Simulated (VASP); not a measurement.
A run of VASP 6.6.1:

Contents of INCAR:

```
SYSTEM = AlN
ALGO = Normal
EDIFF = 1E-6
ENCUT = 520
GGA = PE
ISIF = 2
ISMEAR = 0
LASPH = .True.
LCHARG = .True.
LELF = .True.
LREAL = .False.
LVHAR = .True.
LWAVE = .False.
NBANDS = 16
NELM = 80
PREC = Accurate
SIGMA = 0.05
```

Contents of KPOINTS:

```
k-points
0
Gamma
  9 9 6
  0 0 0
```

The input POSCAR:

```
AlN
1.0
    3.1110021516      0.0000000000      0.0000000000
   -1.5555010758      2.6942068945      0.0000000000
    0.0000000000      0.0000000000      4.7291000000
Al N
2 2
Direct
    0.3333333333      0.6666666667      0.0000000000
    0.6666666667      0.3333333333      0.5000000000
    0.3333333333      0.6666666667      0.3850000000
    0.6666666667      0.3333333333      0.8850000000
```

Potentials or basis: VASP PAW PBE potentials, release 64 (Al, N).

Command:

```console
$ cat potpaw_PBE.64/Al/POTCAR potpaw_PBE.64/N/POTCAR > POTCAR
$ mpirun -np 1 vasp_std > vasp.out
```

Hardware: 1 thread of AMD EPYC 9R45 96-Core Processor (Zen 5), on a shared host.

Question: How long does it take, and how much memory?

Answer: Wall time 15 s on 1 thread of AMD EPYC 9R45 96-Core Processor (Zen 5) (shared host), peak memory 0.13 GiB. Counts: scf iterations 13, k points 48.
